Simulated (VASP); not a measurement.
MnSe:

```
Mn Se
1.0
     0.00000    2.72000    2.72000
     2.72000    0.00000    2.72000
     2.72000    2.72000    0.00000
Mn Se
1 1
Direct
  0.00000 0.00000 0.00000
  0.50000 0.50000 0.50000
```

Program: VASP 6.6.1. Alike in all runs: task single point; potentials or basis VASP PAW LDA potentials, release 64 (Mn_pv, Se); spin collinear, ferromagnetic start; cell as given; k mesh 11 × 11 × 11; cutoff (eV) 520; smearing fermi-dirac 0.05 eV.

**Question.** Order these runs on this cell by their band gap on the k mesh, lowest first.
A. level LDA+U; U Mn d U = 4.0 eV
B. level LDA+U; U Mn d U = 6.0 eV
C. level LDA

**Answer.** C (metal), A (0.30 eV), B (0.57 eV).

Caveats: a cell with one magnetic atom can't hold antiferromagnetic order, which such compounds often take; semilocal functionals often make such compounds metallic where correlation or magnetic order opens a gap, which also shifts bond lengths (some runs).

A k mesh can miss the band edges.
